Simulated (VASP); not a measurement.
# Ta (Fm-3m) in VASP: a series of runs

Runs on Ta. Level: LDA. Tasks: single point.

Everything below comes from runs of VASP 6.6.1. Logs are shortened: lines on timing, memory, paths and dates and some standing lists are left out, and cuts for length are marked.

## 1. The cell of the first run

The structure is cubic, space group Fm-3m (No. 225). The conventional cell has a = 3.678 Å, b = 3.678 Å, c = 3.678 Å, α = 90.00°, β = 90.00°, γ = 90.00°. Ta (site symmetry m-3m) has 12 Ta at 2.60 Å within 3.4 Å.

## 2. Single point, LDA (volume scaled by 0.7)

INCAR

```
PREC     = Accurate       # precision mode
ENCUT    = 520            # plane-wave cutoff, eV
EDIFF    = 1E-6           # SCF threshold, eV
ISMEAR   = -1             # smearing method
SIGMA    = 0.1            # smearing width, eV
LREAL    = F              # projectors in reciprocal space
LASPH    = T              # aspherical terms in the spheres
NELM     = 100            # most SCF steps
ALGO     = Normal         # electronic algorithm
ISIF     = 2              # what is computed and relaxed
LWAVE    = F              # write WAVECAR
LCHARG   = F              # write CHGCAR
NBANDS   = 12             # bands
```

KPOINTS

```
regular mesh
0
Gamma
  16 16 16
```

POSCAR

```
Ta
1.0
    0.0000000000      1.8391879674      1.8391879674
    1.8391879674      0.0000000000      1.8391879674
    1.8391879674      1.8391879674      0.0000000000
Ta
1
Direct
    0.0000000000      0.0000000000      0.0000000000
```

Potentials or basis: VASP PAW LDA potentials, release 64 (Ta_pv).

The run is started by

```console
cat potpaw_LDA.64/Ta_pv/POTCAR > POTCAR
mpirun -np 1 vasp_std > vasp.out
```

OUTCAR:

```text
PREC = Accurate
   ENCUT = 520
   EDIFF = 1E-6
   ISMEAR = -1
   LREAL = F
   LASPH = T
   NELM = 100
   ISIF = 2

 ion  position               nearest neighbor table
   1  0.000  0.000  0.000-

  LATTYP: Found a face centered cubic cell.
 ALAT       =     3.6783759348

  Lattice vectors:

 A1 = (   0.0000000000,   1.8391879674,   1.8391879674)
 A2 = (   1.8391879674,   0.0000000000,   1.8391879674)
 A3 = (   1.8391879674,   1.8391879674,   0.0000000000)

Analysis of symmetry for initial positions (statically):
=====================================================================
 Subroutine PRICEL returns:
 Original cell was already a primitive cell.

 Routine SETGRP: Setting up the symmetry group for a
 face centered cubic supercell.

 Subroutine GETGRP returns: Found 48 space group operations
 (whereof 48 operations were pure point group operations)
 out of a pool of 48 trial point group operations.

The static configuration has the point symmetry O_h .

Analysis of symmetry for dynamics (positions and initial velocities):
=====================================================================
 Subroutine PRICEL returns:
 Original cell was already a primitive cell.

 Routine SETGRP: Setting up the symmetry group for a
 face centered cubic supercell.

 Subroutine GETGRP returns: Found 48 space group operations
 (whereof 48 operations were pure point group operations)
 out of a pool of 48 trial point group operations.

The dynamic configuration has the point symmetry O_h .

 Subroutine INISYM returns: Found 48 space group operations
 (whereof 48 operations are pure point group operations),
 and found     1 'primitive' translations

----------------------------------------------------------------------------------------

                                     Primitive cell

  volume of cell :      12.4425

  direct lattice vectors                    reciprocal lattice vectors
     0.000000000  1.839187967  1.839187967    -0.271859108  0.271859108  0.271859108
     1.839187967  0.000000000  1.839187967     0.271859108 -0.271859108  0.271859108
     1.839187967  1.839187967  0.000000000     0.271859108  0.271859108 -0.271859108

  length of vectors
     2.601004567  2.601004567  2.601004567     0.470873787  0.470873787  0.470873787

  position of ions in fractional coordinates (direct lattice)
     0.000000000  0.000000000  0.000000000

  ion indices of the primitive-cell ions
   primitive index   ion index
                 1           1

----------------------------------------------------------------------------------------

 KPOINTS: regular mesh

Automatic generation of k-mesh.
 Grid dimensions read from file:
 generate k-points for:   16   16   16

 Generating k-lattice:

  Cartesian coordinates                     Fractional coordinates (reciprocal lattice)
    -0.016991194  0.016991194  0.016991194     0.062500000  0.000000000  0.000000000
     0.016991194 -0.016991194  0.016991194     0.000000000  0.062500000  0.000000000
     0.016991194  0.016991194 -0.016991194     0.000000000  0.000000000  0.062500000

  Length of vectors
     0.029429612  0.029429612  0.029429612

  Shift w.r.t. Gamma in fractional coordinates (k-lattice)
     0.000000000  0.000000000  0.000000000

 Subroutine IBZKPT returns following result:
 ===========================================

 Found    145 irreducible k-points:

 Following reciprocal coordinates:
            Coordinates               Weight
  0.000000  0.000000  0.000000      1.000000
  0.062500  0.000000  0.000000      8.000000
  0.125000  0.000000  0.000000      8.000000
  0.187500  0.000000  0.000000      8.000000
  0.250000  0.000000  0.000000      8.000000
  0.312500  0.000000  0.000000      8.000000
[... 16 lines left out ...]
 -0.125000  0.062500  0.000000     24.000000
 -0.062500  0.062500  0.000000     12.000000
 [... further k-points ...]
   k-points           NKPTS =    145   k-points in BZ     NKDIM =    145   number of bands    NBANDS=     12
   number of dos      NEDOS =    301   number of ions     NIONS =      1
   total plane-waves  NPLWV =   8000
   dimension x,y,z NGX =    20 NGY =   20 NGZ =   20
   dimension x,y,z NGXF=    40 NGYF=   40 NGZF=   40
   ions per type =               1
   NGX,Y,Z   is equivalent  to a cutoff of  12.78, 12.78, 12.78 a.u.
   NGXF,Y,Z  is equivalent  to a cutoff of  25.57, 25.57, 25.57 a.u.
 SYSTEM =  unknown system
   PREC   = accura    normal or accurate (medium, high low for compatibility)
   ISTART =      0    job   : 0-new  1-cont  2-samecut
   ICHARG =      2    charge: 1-file 2-atom 10-const
   ISPIN  =      1    spin polarized calculation?
   LNONCOLLINEAR =      F non collinear calculations
   LSORBIT =      F    spin-orbit coupling
   LASPH  =      T    aspherical Exc in radial PAW
   ENCUT  =  520.0 eV  38.22 Ry    6.18 a.u.   4.84  4.84  4.84*2*pi/ulx,y,z
   NELM   =    100;   NELMIN=  2; NELMDL= -5     # of ELM steps
   EDIFF  = 0.1E-05   stopping-criterion for ELM
   LREAL  =      F    real-space projection
   EDIFFG = 0.1E-04   stopping-criterion for IOM
   NSW    =      0    number of steps for IOM
   IBRION =     -1    ionic relax: 0-MD 1-quasi-New 2-CG
   NFREE  =      0    steps in history (QN), initial steepest desc. (CG)
   ISIF   =      2    stress and relaxation
   ISYM   =      2    0-nonsym 1-usesym 2-fastsym
   POTIM  = 0.5000    time-step for ionic-motion
   TEBEG  =    0.0;   TEEND  =   0.0 temperature during run
   PSTRESS=    0.0 pullay stress
   NELECT =      11.0000    total number of electrons
   NUPDOWN=      -1.0000    fix difference up-down
   EMIN   =  10.00;   EMAX   =-10.00  energy-range for DOS
   EFERMI =   0.00;   METHOD = LEGACY
   ISMEAR =    -1;   SIGMA  =   0.10  broadening in eV -4-tet -1-fermi 0-gaus
   EFERMI_NEDOS =   21; number of points for ismear=-14 and -15
   IALGO  =     38    algorithm
   IMIX   =      4    mixing-type and parameters
     AMIX     =   0.40;   BMIX     =  1.00
     AMIX_MAG =   1.60;   BMIX_MAG =  1.00
  volume/ion in A,a.u.               =      12.44        83.97
  Fermi-wavevector in a.u.,A,eV,Ry     =   1.571217  2.969170 33.589030  2.468724
  Thomas-Fermi vector in A             =   2.672834
   LORBIT       =      0    0 simple, 1 ext, 2 COOP (PROOUT), +10 PAW based schemes
   GGA     = CA    functional components
   LHFCALC =     F    Hartree Fock is set to
   AEXX    =    0.0000 exact exchange contribution
   IVDW    =     0    specifies the selected vdW correction
   LEPSILON=     F    determine dielectric tensor
   LRPA    =     F    only Hartree local field effects (RPA)
 non-spin polarized calculation
  energy-cutoff  :      520.00
  volume of cell :       12.44
 maximum number of plane-waves:       344
   NGX =  9   NGY =  9   NGZ =  9

 number of electron      11.0000002 magnetization

 Free energy of the ion-electron system (eV)
  ---------------------------------------------------
  ext. energy  EPLUGINS =         0.00000000
  ---------------------------------------------------
  free energy    TOTEN  =       -10.70459503 eV

  energy without entropy =      -10.67209300  energy(sigma->0) =      -10.68834402

 E-fermi :   9.6327     XC(G=0): -14.7882

 val. band max:        9.6300417260   @ k =   0.5000   0.1250   0.0625
 cond. band min:       9.6438448865   @ k =  -0.3125   0.0625   0.0000
 fundamental gap:      0.0138031605
 Fermi energy:         9.6326828458

 k-point     1 :       0.0000    0.0000    0.0000
  band No.  band energies     occupation
      1     -22.4523      2.00000
      2     -22.4523      2.00000
      3     -22.4523      2.00000
      4       0.0388      2.00000
      5       9.3719      1.86270
      6       9.3719      1.86270
      7       9.3719      1.86270
      8      14.4766      0.00000
      9      14.4766      0.00000
     10      23.1260      0.00000
     11      23.7149      0.00000
     12      30.2050      0.00000

 k-point     2 :       0.0625    0.0000    0.0000
  band No.  band energies     occupation
      1     -22.6211      2.00000
      2     -22.4706      2.00000
      3     -22.4706      2.00000
      4       0.3175      2.00000
      5       9.1551      1.98327
      6       9.4980      1.58731
      7       9.4980      1.58731
      8      14.3167      0.00000
      9      14.3167      0.00000
     10      23.6665      0.00000
     11      23.7145      0.00000
     12      29.1115      0.00000

 k-point     3 :       0.1250    0.0000    0.0000
  band No.  band energies     occupation
      1     -23.0844      2.00000
      2     -22.5224      2.00000
      3     -22.5224      2.00000
      4       1.0726      2.00000
      5       8.6687      1.99987
      6       9.8096      0.29119
      7       9.8096      0.29119
      8      13.9853      0.00000
      9      13.9853      0.00000
     10      23.7137      0.00000
     11      24.9563      0.00000
     12      27.6074      0.00000
[... 286 lines left out ...]
 k-point    23 :      -0.1250    0.0625    0.0000
  band No.  band energies     occupation
      1     -23.3492      2.00000
      2     -22.6699      2.00000
      3     -22.5133      2.00000
      4       1.6137      2.00000
      5       8.2841      2.00000
      6      10.0247      0.03892
      7      10.0755      0.02358
      8      13.1873      0.00000
      9      14.4799      0.00000
     10      23.7134      0.00000
     11      25.7777      0.00000
     12      27.4512      0.00000

 k-point    24 :      -0.0625    0.0625    0.0000
  band No.  band energies     occupation
      1     -22.8535      2.00000
      2     -22.5611      2.00000
      3     -22.4733      2.00000
      4       0.7588      2.00000
      5       8.7916      1.99956
      6       9.6635      0.84718
      7       9.7771      0.38185
      8      13.7642      0.00000
      9      14.4273      0.00000
     10      23.7142      0.00000
     11      24.5007      0.00000
     12      28.3445      0.00000

 [... further k-points ...]
[... 5 lines left out ...]
  --------------------------------------------------------------------------------------
  -------------------------------------------------------------------------------------
  Total       11.1956948     11.1956948     11.1956948      0.0000000      0.0000000     -0.0000000
  in kB     1441.6282568   1441.6282568   1441.6282568      0.0000000      0.0000000     -0.0000000
  external PRESSURE =    1441.6282568 kB  Pullay stress =       0.0000000 kB

 VOLUME and BASIS-vectors are now :
 -----------------------------------------------------------------------------
  energy-cutoff  :      520.00
  volume of cell :       12.44
      direct lattice vectors                 reciprocal lattice vectors
     0.000000000  1.839187967  1.839187967    -0.271859108  0.271859108  0.271859108
     1.839187967  0.000000000  1.839187967     0.271859108 -0.271859108  0.271859108
     1.839187967  1.839187967  0.000000000     0.271859108  0.271859108 -0.271859108

 POSITION                                       TOTAL-FORCE (eV/Angst)
 -----------------------------------------------------------------------------------
      0.00000      0.00000      0.00000         0.000000     -0.000000      0.000000
 -----------------------------------------------------------------------------------
    total drift:                                0.000000      0.000000      0.000000

  FREE ENERGIE OF THE ION-ELECTRON SYSTEM (eV)
  ---------------------------------------------------
  free  energy   TOTEN  =       -10.7045950320 eV

  energy  without entropy=      -10.6720930045  energy(sigma->0) =      -10.68834402
```

Wall time 6.2 s (1 thread of Intel Xeon 6975P-C (Granite Rapids), shared host); peak memory 0.13 GiB.

What came out:

```yaml
Free_energy: -10.7046 eV
Pressure: 144.2 GPa
```

Levels at points of the mesh, in eV from the Fermi level:
| k point | band 3 | band 4 | band 5 | band 6 | band 7 | band 8 |
| --- | --- | --- | --- | --- | --- | --- |
| (0.00, 0.00, 0.00) | -32.08 | -9.59 | -0.26 | -0.26 | -0.26 | 4.84 |
| (0.50, 0.00, 0.00) | -32.54 | -6.83 | -0.73 | -0.73 | 3.20 | 8.99 |
| (0.50, 0.50, 0.00) | -33.38 | -7.57 | -6.30 | 6.74 | 9.03 | 10.31 |

Caveat: spin-orbit coupling is left out, which moves the levels of the heavy elements.

## 3. Single point, LDA (volume scaled by 0.8)

INCAR

```
SYSTEM = Ta
ALGO = Normal
EDIFF = 1E-6
ENCUT = 520
GGA = CA
ISIF = 2
ISMEAR = -1
LASPH = .True.
LCHARG = .False.
LREAL = .False.
LWAVE = .False.
NBANDS = 12
NELM = 100
PREC = Accurate
SIGMA = 0.1
```

KPOINTS

```
k-points
0
Gamma
  16 16 16
  0 0 0
```

POSCAR

```
Ta
1.0
    0.0000000000      1.9229002946      1.9229002946
    1.9229002946      0.0000000000      1.9229002946
    1.9229002946      1.9229002946      0.0000000000
Ta
1
Direct
    0.0000000000      0.0000000000      0.0000000000
```

Potentials or basis: VASP PAW LDA potentials, release 64 (Ta_pv).

The run is started by

```console
cat potpaw_LDA.64/Ta_pv/POTCAR > POTCAR
mpirun -np 1 vasp_std > vasp.out
```

Wall time 6.4 s (1 thread of Intel Xeon 6975P-C (Granite Rapids), shared host); peak memory 0.13 GiB.

Results (log left out):

- Free energy: -11.8705 eV
- Pressure: 72.1 GPa

Levels at points of the mesh, in eV from the Fermi level:
```
           k point  band 2  band 3  band 4  band 5  band 6  band 7  band 8  band 9
(0.00, 0.00, 0.00)  -32.51  -32.51   -9.19    0.06    0.06    0.06    4.37    4.37
(0.50, 0.00, 0.00)  -32.82  -32.82   -6.00   -0.32   -0.32    2.17    7.84    7.84
(0.50, 0.50, 0.00)  -33.39  -33.39   -6.35   -5.14    5.17    7.84    8.92    8.92
```

Caveat: spin-orbit coupling is left out, which moves the levels of the heavy elements.

## 4. Single point, LDA (volume scaled by 0.9)

INCAR

```
PREC = Accurate
ENCUT = 520
EDIFF = 1E-7
ISMEAR = -1
SIGMA = 0.1
LREAL = False
LASPH = True
NELM = 100
ALGO = Normal
ISIF = 2
LWAVE = False
LCHARG = False
NBANDS = 12
```

KPOINTS

```
regular mesh
0
Gamma
  16 16 16
```

POSCAR

```
Ta
1.0
    0.0000000000      1.9998968981      1.9998968981
    1.9998968981      0.0000000000      1.9998968981
    1.9998968981      1.9998968981      0.0000000000
Ta
1
Direct
    0.0000000000      0.0000000000      0.0000000000
```

The run is started by

```console
cat potpaw_LDA.64/Ta_pv/POTCAR > POTCAR
mpirun -np 1 vasp_std > vasp.out
```

Wall time 7.8 s (1 thread of Intel Xeon 6975P-C (Granite Rapids), shared host); peak memory 0.14 GiB.

Results (log left out):

* Free energy: -12.4080 eV
* Pressure: 28.1 GPa

Levels at points of the mesh, in eV from the Fermi level:
| k point | band 3 | band 4 | band 5 | band 6 | band 7 | band 8 |
| --- | --- | --- | --- | --- | --- | --- |
| (0.00, 0.00, 0.00) | -32.88 | -8.72 | 0.27 | 0.27 | 0.27 | 3.95 |
| (0.50, 0.00, 0.00) | -33.11 | -5.34 | -0.04 | -0.04 | 1.50 | 6.91 |
| (0.50, 0.50, 0.00) | -33.50 | -5.42 | -4.28 | 4.12 | 6.89 | 7.82 |

Caveat: spin-orbit coupling is left out, which moves the levels of the heavy elements.

## 5. Overview

| cell | gap on the mesh (eV) | pressure (GPa) |
| --- | --- | --- |
| a = 2.601 Å, angles 60.0°, 1 atom | none | 144.2 |
| a = 2.719 Å, angles 60.0°, 1 atom | none | 72.1 |
| a = 2.828 Å, angles 60.0°, 1 atom | none | 28.1 |

Alike in all rows: task single point; level LDA; potentials or basis VASP PAW LDA potentials, release 64 (Ta_pv); no spin polarisation; k mesh 16 × 16 × 16; cutoff (eV) 520; smearing fermi-dirac 0.1 eV.

Caveats: spin-orbit coupling is left out, which moves the levels of the heavy elements.

Total energies depend on the potentials used, so only differences within one code and one set of settings carry meaning.
